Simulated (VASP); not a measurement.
# Ti (C2/c) in VASP: single point with PBE

Aim: the single point of Ti with PBE.

Everything below comes from runs of VASP 6.6.1. Logs are shortened: lines on timing, memory, paths and dates and some standing lists are left out, and cuts for length are marked.

### 1 The cell of the first run

It takes space group C2/c (No. 15, monoclinic). Conventional cell: a = 2.938 Å, b = 5.090 Å, c = 4.659 Å, α = 90.00°, β = 93.43°, γ = 90.00°. Within 3.7 Å of Ti (site symmetry 2) lie 12 Ti at 2.81 to 2.95 Å.

### 2 Single point, PBE (shear of c along a, cell held: +6.0 %, then relaxed in part)

INCAR

```
SYSTEM = Ti
PREC     = Accurate       ! precision mode
ENCUT    = 520            ! plane-wave cutoff, eV
EDIFF    = 1E-6           ! SCF threshold, eV
ISMEAR   = 0              ! smearing method
SIGMA    = 0.1            ! smearing width, eV
LREAL    = .False.        ! projectors in reciprocal space
LASPH    = .True.         ! aspherical terms in the spheres
NELM     = 100            ! most SCF steps
ALGO     = Fast           ! electronic algorithm
ISIF     = 2              ! what is computed and relaxed
LWAVE    = .False.        ! write WAVECAR
LCHARG   = .False.        ! write CHGCAR
GGA      = PE             ! functional
NBANDS   = 19             ! bands
```

KPOINTS

```
Automatic mesh
0
Gamma
  24 24 12
  0 0 0
```

POSCAR

```
Ti
1.0
    2.9384580613      0.0000000000      0.0000000000
   -1.4692290307      2.5447793291      0.0000000000
    0.2790380408      0.0000000000      4.6506340141
Ti
2
Direct
    0.3333333333      0.6666666667      0.2500000000
    0.6666666666      0.3333333333      0.7500000000
```

Potentials or basis: VASP PAW PBE potentials, release 64 (Ti_sv).

Command:

```
> cat potpaw_PBE.64/Ti_sv/POTCAR > POTCAR
> mpirun -np 1 vasp_std > vasp.out
```

OUTCAR:

```text
SYSTEM = Ti
   PREC = Accurate
   ENCUT = 520
   EDIFF = 1E-6
   ISMEAR = 0
   LREAL = .False.
   LASPH = .True.
   NELM = 100
   ISIF = 2
   GGA = PE

 ion  position               nearest neighbor table
   1  0.333  0.667  0.250-   2 2.81   2 2.81   2 2.88   2 2.88
   2  0.667  0.333  0.750-   1 2.81   1 2.81   1 2.88   1 2.88

  LATTYP: Found a base centered monoclinic cell.
 ALAT       =     2.9384580613
 B/A-ratio  =     1.7320508076
 C/A-ratio  =     1.5855246315
 COS(beta)  =    -0.0598922907

  Lattice vectors:

 A1 = (  -1.4692290307,   2.5447793291,   0.0000000000)
 A2 = (  -1.4692290306,  -2.5447793291,   0.0000000000)
 A3 = (   0.2790380408,   0.0000000000,   4.6506340141)

Analysis of symmetry for initial positions (statically):
=====================================================================
 Subroutine PRICEL returns:
 Original cell was already a primitive cell.

 Routine SETGRP: Setting up the symmetry group for a
 base centered monoclinic supercell.

 Subroutine GETGRP returns: Found  4 space group operations
 (whereof  2 operations were pure point group operations)
 out of a pool of  4 trial point group operations.

The static configuration has the point symmetry S_2 .
 The point group associated with its full space group is C_2h.

Analysis of symmetry for dynamics (positions and initial velocities):
=====================================================================
 Subroutine PRICEL returns:
 Original cell was already a primitive cell.

 Routine SETGRP: Setting up the symmetry group for a
 base centered monoclinic supercell.

 Subroutine GETGRP returns: Found  4 space group operations
 (whereof  2 operations were pure point group operations)
 out of a pool of  4 trial point group operations.

The dynamic configuration has the point symmetry S_2 .
 The point group associated with its full space group is C_2h.

 Subroutine INISYM returns: Found  4 space group operations
 (whereof  2 operations are pure point group operations),
 and found     1 'primitive' translations

----------------------------------------------------------------------------------------

                                     Primitive cell

  volume of cell :      34.7762

  direct lattice vectors                    reciprocal lattice vectors
     2.938458061  0.000000000  0.000000000     0.340314539  0.196480691 -0.020418872
    -1.469229031  2.544779329  0.000000000     0.000000000  0.392961381  0.000000000
     0.279038041  0.000000000  4.650634014     0.000000000  0.000000000  0.215024445

  length of vectors
     2.938458061  2.938458061  4.658997635     0.393491521  0.392961381  0.215024445

  position of ions in fractional coordinates (direct lattice)
     0.333333333  0.666666667  0.250000000
     0.666666667  0.333333333  0.750000000

  ion indices of the primitive-cell ions
   primitive index   ion index
                 1           1
                 2           2

----------------------------------------------------------------------------------------

 KPOINTS: Automatic mesh

Automatic generation of k-mesh.
 Grid dimensions read from file:
 generate k-points for:   24   24   12

 Generating k-lattice:

  Cartesian coordinates                     Fractional coordinates (reciprocal lattice)
     0.014179772  0.008186695 -0.000850786     0.041666667  0.000000000  0.000000000
     0.000000000  0.016373391  0.000000000     0.000000000  0.041666667  0.000000000
     0.000000000  0.000000000  0.017918704     0.000000000  0.000000000  0.083333333

  Length of vectors
     0.016395480  0.016373391  0.017918704

  Shift w.r.t. Gamma in fractional coordinates (k-lattice)
     0.000000000  0.000000000  0.000000000

 Subroutine IBZKPT returns following result:
 ===========================================

 Found   1814 irreducible k-points:

 Following reciprocal coordinates:
            Coordinates               Weight
  0.000000  0.000000  0.000000      1.000000
  0.041667 -0.000000  0.000000      4.000000
  0.083333 -0.000000 -0.000000      4.000000
  0.125000 -0.000000 -0.000000      4.000000
  0.166667 -0.000000  0.000000      4.000000
  0.208333  0.000000  0.000000      4.000000
[... 16 lines left out ...]
  0.375000  0.041667  0.000000      4.000000
  0.416667  0.041667  0.000000      4.000000
 [... further k-points ...]
   k-points           NKPTS =   1814   k-points in BZ     NKDIM =   1814   number of bands    NBANDS=     19
   number of dos      NEDOS =    301   number of ions     NIONS =      2
   total plane-waves  NPLWV =  20736
   dimension x,y,z NGX =    24 NGY =   24 NGZ =   36
   dimension x,y,z NGXF=    48 NGYF=   48 NGZF=   72
   ions per type =               2
   NGX,Y,Z   is equivalent  to a cutoff of  13.58, 13.58, 12.85 a.u.
   NGXF,Y,Z  is equivalent  to a cutoff of  27.16, 27.16, 25.69 a.u.
 SYSTEM =  Ti
   PREC   = accura    normal or accurate (medium, high low for compatibility)
   ISTART =      0    job   : 0-new  1-cont  2-samecut
   ICHARG =      2    charge: 1-file 2-atom 10-const
   ISPIN  =      1    spin polarized calculation?
   LNONCOLLINEAR =      F non collinear calculations
   LSORBIT =      F    spin-orbit coupling
   LASPH  =      T    aspherical Exc in radial PAW
   ENCUT  =  520.0 eV  38.22 Ry    6.18 a.u.   5.46  5.46  8.66*2*pi/ulx,y,z
   NELM   =    100;   NELMIN=  2; NELMDL= -5     # of ELM steps
   EDIFF  = 0.1E-05   stopping-criterion for ELM
   LREAL  =      F    real-space projection
   EDIFFG = 0.1E-04   stopping-criterion for IOM
   NSW    =      0    number of steps for IOM
   IBRION =     -1    ionic relax: 0-MD 1-quasi-New 2-CG
   NFREE  =      0    steps in history (QN), initial steepest desc. (CG)
   ISIF   =      2    stress and relaxation
   ISYM   =      2    0-nonsym 1-usesym 2-fastsym
   POTIM  = 0.5000    time-step for ionic-motion
   TEBEG  =    0.0;   TEEND  =   0.0 temperature during run
   PSTRESS=    0.0 pullay stress
   NELECT =      24.0000    total number of electrons
   NUPDOWN=      -1.0000    fix difference up-down
   EMIN   =  10.00;   EMAX   =-10.00  energy-range for DOS
   EFERMI =   0.00;   METHOD = LEGACY
   ISMEAR =     0;   SIGMA  =   0.10  broadening in eV -4-tet -1-fermi 0-gaus
   EFERMI_NEDOS =   21; number of points for ismear=-14 and -15
   IALGO  =     68    algorithm
   IMIX   =      4    mixing-type and parameters
     AMIX     =   0.40;   BMIX     =  1.00
     AMIX_MAG =   1.60;   BMIX_MAG =  1.00
  volume/ion in A,a.u.               =      17.39       117.34
  Fermi-wavevector in a.u.,A,eV,Ry     =   1.446721  2.733905 28.476998  2.093000
  Thomas-Fermi vector in A             =   2.564757
   LORBIT       =      0    0 simple, 1 ext, 2 COOP (PROOUT), +10 PAW based schemes
   GGA     = PE    functional components
   LHFCALC =     F    Hartree Fock is set to
   AEXX    =    0.0000 exact exchange contribution
   IVDW    =     0    specifies the selected vdW correction
   LEPSILON=     F    determine dielectric tensor
   LRPA    =     F    only Hartree local field effects (RPA)
 non-spin polarized calculation
 RMM-DIIS sequential band-by-band and
 Gauss-broadening in eV      SIGMA  =   0.10
  energy-cutoff  :      520.00
  volume of cell :       34.78
 maximum number of plane-waves:       962
 NGX is ok and might be reduce to    24
   NGX = 11   NGY = 11   NGZ = 17

 number of electron      23.9999999 magnetization

 Free energy of the ion-electron system (eV)
  ---------------------------------------------------
  ext. energy  EPLUGINS =         0.00000000
  ---------------------------------------------------
  free energy    TOTEN  =       -15.66048991 eV

  energy without entropy =      -15.64994060  energy(sigma->0) =      -15.65521525

 E-fermi :   8.3163     XC(G=0): -11.4912

 val. band max:        8.3141487319   @ k =  -0.2500   0.4583   0.4167
 cond. band min:       8.3167383223   @ k =   0.3750   0.2083   0.5000
 fundamental gap:      0.0025895904
 Fermi energy:         8.3162921338

 k-point     1 :       0.0000    0.0000    0.0000
  band No.  band energies     occupation
      1     -48.5355      2.00000
      2     -48.3968      2.00000
      3     -25.1252      2.00000
      4     -24.4846      2.00000
      5     -24.4792      2.00000
      6     -24.4225      2.00000
[... 11 lines left out ...]
     18      10.0238      0.00000
     19      11.4503      0.00000

 k-point     2 :       0.0417   -0.0000    0.0000
  band No.  band energies     occupation
      1     -48.5338      2.00000
      2     -48.3961      2.00000
      3     -25.1214      2.00000
      4     -24.4898      2.00000
      5     -24.4845      2.00000
      6     -24.4255      2.00000
[... 11 lines left out ...]
     18       9.9969      0.00000
     19      11.4765      0.00000

 k-point     3 :       0.0833   -0.0000   -0.0000
  band No.  band energies     occupation
      1     -48.5287      2.00000
      2     -48.3942      2.00000
      3     -25.1099      2.00000
      4     -24.5118      2.00000
      5     -24.4934      2.00000
      6     -24.4370      2.00000
[... 11 lines left out ...]
     18       9.9433      0.00000
     19      11.5189      0.00000

 k-point     4 :       0.1250   -0.0000   -0.0000
  band No.  band energies     occupation
      1     -48.5205      2.00000
      2     -48.3912      2.00000
      3     -25.0913      2.00000
      4     -24.5485      2.00000
      5     -24.5057      2.00000
      6     -24.4635      2.00000
[... 11 lines left out ...]
     18       9.9153      0.00000
     19      11.5771      0.00000

 k-point     5 :       0.1667   -0.0000    0.0000
  band No.  band energies     occupation
      1     -48.5097      2.00000
      2     -48.3875      2.00000
      3     -25.0661      2.00000
      4     -24.5967      2.00000
      5     -24.5212      2.00000
      6     -24.5064      2.00000
[... 11 lines left out ...]
     18      10.0640      0.00000
     19      11.6404      0.00000
[... 334 lines left out ...]
      2     -48.3745      2.00000
      3     -24.9423      2.00000
      4     -24.8026      2.00000
      5     -24.7026      2.00000
      6     -24.5839      2.00000
[... 11 lines left out ...]
     18      11.0995      0.00000
     19      11.8065      0.00000

 k-point    22 :       0.3333    0.0417   -0.0000
  band No.  band energies     occupation
      1     -48.4452      2.00000
      2     -48.3728      2.00000
      3     -24.9069      2.00000
      4     -24.8530      2.00000
      5     -24.7473      2.00000
      6     -24.6007      2.00000
[... 11 lines left out ...]
     18      11.4251      0.00000
     19      11.8372      0.00000

 k-point    23 :       0.3750    0.0417    0.0000
  band No.  band energies     occupation
      1     -48.4327      2.00000
      2     -48.3723      2.00000
      3     -24.9063      2.00000
      4     -24.8630      2.00000
      5     -24.7816      2.00000
      6     -24.6140      2.00000
[... 11 lines left out ...]
     18      11.7667      0.00000
     19      11.8714      0.00000

 k-point    24 :       0.4167    0.0417    0.0000
  band No.  band energies     occupation
      1     -48.4229      2.00000
      2     -48.3728      2.00000
      3     -24.9336      2.00000
      4     -24.8450      2.00000
      5     -24.7987      2.00000
      6     -24.6231      2.00000
[... 11 lines left out ...]
     18      11.8681      0.00000
     19      12.1994      0.00000

 [... further k-points ...]
[... 5 lines left out ...]
  --------------------------------------------------------------------------------------
  -------------------------------------------------------------------------------------
  Total       -0.1214049     -0.1710833     -0.1183277      0.0000000      0.0000000     -0.5441290
  in kB       -5.5932592     -7.8819986     -5.4514900      0.0000000      0.0000000    -25.0686321
  external PRESSURE =      -6.3089160 kB  Pullay stress =       0.0000000 kB

 VOLUME and BASIS-vectors are now :
 -----------------------------------------------------------------------------
  energy-cutoff  :      520.00
  volume of cell :       34.78
      direct lattice vectors                 reciprocal lattice vectors
     2.938458061  0.000000000  0.000000000     0.340314539  0.196480691 -0.020418872
    -1.469229031  2.544779329  0.000000000     0.000000000  0.392961381  0.000000000
     0.279038041  0.000000000  4.650634014     0.000000000  0.000000000  0.215024445

 POSITION                                       TOTAL-FORCE (eV/Angst)
 -----------------------------------------------------------------------------------
      0.06976      1.69652      1.16266        -0.000000      0.006039     -0.000000
      1.67851      0.84826      3.48798         0.000000     -0.006039      0.000000
 -----------------------------------------------------------------------------------
    total drift:                                0.000000      0.000000      0.000000

  FREE ENERGIE OF THE ION-ELECTRON SYSTEM (eV)
  ---------------------------------------------------
  free  energy   TOTEN  =       -15.6604899081 eV

  energy  without entropy=      -15.6499405999  energy(sigma->0) =      -15.65521525
```

Run time: 19 min. Hardware: 1 thread of Intel Xeon 6975P-C (Granite Rapids), shared host; peak memory 0.98 GiB.

Results:

```
Free energy            : -15.6605 eV
Pressure               : -0.6 GPa
Largest force          : 0.006 eV/Å
Band gap on the k mesh : zero (band 12 reaches 9.10 eV, above the bottom of band 13 at 7.93 eV)
```

Forces on the atoms (eV/Å):
```
Ti   0.000  0.006  0.000
Ti   0.000 -0.006  0.000
```

Caveat: the cell differs from its parent crystal (shear of c along a, cell held: +6.0 %, then relaxed in part).
